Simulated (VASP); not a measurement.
Runs of VASP 6.6.1 on GeSbTe3. The structure is that of space group R3m (No. 160), or close to it. The cells are those of the table. 

```csv
level,cell,k mesh,smearing,gap on the mesh (eV),pressure (GPa),largest force (eV/Å)
PBE,"a = 10.166 Å, angles 23.9°, 5 atoms",3 × 3 × 3,gaussian 0.1 eV,none,0.1,0.29
PBE,"a = 10.166 Å, angles 23.9°, 5 atoms",6 × 6 × 6,gaussian 0.1 eV,none,0.0,(c)
r2SCAN,"a = 11.208 Å, angles 23.9°, 5 atoms",2 × 2 × 2,gaussian 0.1 eV,none,-7.1,1.62
PBE,"a = 10.166 Å, angles 23.9°, 5 atoms",2 × 1 × 4,fermi-dirac 0.25852 eV,none,1.7,(b)
PBE,"a = 10.166 Å, angles 23.9°, 5 atoms",5 × 5 × 1,gaussian 0.1 eV,none,-0.1,(a)
```

Alike in all rows: task single point; potentials or basis VASP PAW PBE potentials, release 64 (Ge_d, Sb, Te); no spin polarisation; cutoff (eV) 520.

Q: Estimate the missing entries.

A: (a) 0.09; (b) 0.49; (c) 0.08.

Caveats: some runs use coarse meshes; spin-orbit coupling is left out, which moves the levels of the heavy elements; the PAW data sets were made with another functional, which shifts forces and pressure a little (some runs).

A k mesh can miss the band edges, and the runs leave out spin-orbit coupling on Ge, Sb, Te.

A gap of «none» marks levels without a gap at the run's occupations.
